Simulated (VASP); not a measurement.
**Si2B2C: relaxation of cell and atoms with PBE**

Crystal: Si2B2C.

```
Si B C
1.0
     3.65311    0.00000    0.00000
    -1.82655    3.16369    0.00000
     0.00000    0.00000    5.84838
Si B C
2 2 1
Direct
  0.33333 0.66667 0.23482
  0.33333 0.66667 0.76518
  0.00000 0.00000 0.50000
  0.33333 0.66667 0.50000
  0.66667 0.33333 0.50000
```

The cell was built from a structure type or drawn by symmetry, and may not be a known phase.

```json
{
  "Program": "VASP 6.6.1",
  "Task": "relaxation of cell and atoms",
  "Functional": "PBE",
  "Potentials or basis": "VASP PAW PBE potentials, release 64 (Si, B, C)",
  "Cutoff": "600 eV",
  "k mesh": "6 × 6 × 4",
  "Occupations": "gaussian, width 0.1 eV",
  "Spin": "no spin polarisation",
  "Dipole correction": "no",
  "Further INCAR settings": "ALGO = Normal; EDIFF = 1e-07; IBRION = 2; EDIFFG = -0.04; NSW = 90; ISIF = 3"
}
```

```
Relaxed volume                        : 12.11 Å³/atom
Relaxed cell                          : a = 2.906 Å, b = 2.906 Å, c = 8.279 Å, α = 90.00°, β = 90.00°, γ = 120.00°
Space group after relaxing (to 0.1 Å) : P-6m2 (No. 187)
Energy gained by relaxing             : 1473.0 meV/atom
Ionic steps                           : 23
Pressure after relaxing               : 0.0 GPa
Largest force after relaxing          : 0.019 eV/Å
Band gap on the k mesh                : zero (bands 9 and 10 overlap by 2.56 eV)
```

Forces in eV/Å, atoms in the order of the input:
```
Si   0.000  0.000  0.019
Si   0.000  0.000 -0.019
B    0.000  0.000  0.000
B    0.000  0.000  0.000
C    0.000  0.000  0.000
```

Stress tensor (GPa, compression positive):
```
 0.10  0.00  0.00
 0.00  0.10  0.00
 0.00  0.00 -0.06
```

Step by step:
```
step  energy change (eV)  largest force (eV/Å)  pressure (GPa)  volume (Å³)
   1              0.0000               14.5844           25.27        67.59
   2             -2.8653                9.0432           -6.23        85.45
   3             -3.5364                5.6209          -10.72        83.56
   4             -3.7956                4.2553          -12.65        82.43
   5             -4.4880                2.0030          -16.73        77.40
   6             -4.8100                0.5128          -12.48        72.69
   7             -4.7985                1.0923          -14.47        73.98
   8             -4.8194                0.8598          -13.40        73.28
   9             -6.1372                0.1935           -8.88        63.31
  10             -6.6534                0.3806            2.28        55.50
  11             -6.6541                0.4077            3.09        55.16
  12             -6.7371                0.3411            0.71        55.98
  13             -6.9526                0.9604           -2.36        58.21
  14             -7.2240                0.6675            1.95        61.74
  15             -7.2792                0.8534           -1.47        60.20
  16             -7.3043                0.7498           -0.50        60.78
  17             -7.3360                0.1991            1.10        61.53
  18             -7.3504                0.1327            0.36        61.27
  19             -7.3411                0.1715           -3.03        61.74
  20             -7.3611                0.0006           -1.14        61.47
  21             -7.3629                0.1239            0.77        60.15
  22             -7.3643                0.0738           -0.01        60.67
  23             -7.3649                0.0193            0.05        60.56
```

Final structure:
```yaml
crystal:
  lattice:
    - [2.90632, 0.00000, 0.00000]
    - [-1.45316, 2.51695, 0.00000]
    - [0.00000, 0.00000, 8.27906]
  atoms:
    - { symbol: Si, position: [0.33333, 0.66667, 0.15067] }
    - { symbol: Si, position: [0.33333, 0.66667, 0.84933] }
    - { symbol: B, position: [0.00000, 0.00000, 0.50000] }
    - { symbol: B, position: [0.33333, 0.66667, 0.50000] }
    - { symbol: C, position: [0.66667, 0.33333, 0.50000] }
```

Levels at points of the mesh, in eV from the Fermi level:
```csv
k point,band 7,band 8,band 9,band 10,band 11,band 12
"(0.00, 0.00, 0.00)",-4.05,-3.36,-3.36,2.75,3.72,6.33
"(0.50, 0.00, 0.00)",-4.51,-2.28,-1.47,-0.82,0.01,3.47
"(0.00, 0.00, 0.50)",-3.36,-3.36,-2.62,0.70,4.29,5.87
"(0.50, 0.00, 0.50)",-3.90,-3.16,-3.00,-0.51,1.43,3.65
```

Run time: 12 min on 1 thread of AMD EPYC 7R43 64-Core Processor (Zen 3) (shared host), peak memory 0.16 GiB.

Caveat: a cell axis changed by over 15 % at a fixed basis, so the end point is rough.
